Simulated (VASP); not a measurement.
Input of a VASP 6.6.1 run:

INCAR

```
ALGO     = Normal         # electronic algorithm
EDIFF    = 1E-8           # SCF threshold, eV
ENCUT    = 520            # plane-wave cutoff, eV
GGA      = PS             # functional
ISIF     = 2              # what is computed and relaxed
ISMEAR   = -1             # smearing method
LASPH    = T              # aspherical terms in the spheres
LCHARG   = F              # write CHGCAR
LEFG     = T            
LREAL    = F              # projectors in reciprocal space
LWAVE    = F              # write WAVECAR
NBANDS   = 10             # bands
NELM     = 60             # most SCF steps
PREC     = Accurate       # precision mode
SIGMA    = 0.08           # smearing width, eV
```

Contents of KPOINTS:

```
k-points
0
Gamma
  10 10 10
```

The input POSCAR:

```
K
1.0
   -2.6004290008      2.6004290008      2.6004290008
    2.6004290008     -2.6004290008      2.6004290008
    2.6004290008      2.6004290008     -2.6004290008
K
1
Direct
    0.0000000000      0.0000000000      0.0000000000
```

Potentials or basis: VASP PAW PBE potentials, release 64 (K_sv).

The run is started by

```sh
$ cat potpaw_PBE.64/K_sv/POTCAR > POTCAR
$ mpirun -np 1 vasp_std > vasp.out
```

Q: Predict the band gap on the k mesh.

A: Zero (an odd number of electrons rules out a gap without spin polarisation).

Q: Estimate the pressure.

A: 0.0 GPa.

Caveat: the PAW data sets were made with another functional, which shifts forces and pressure a little.
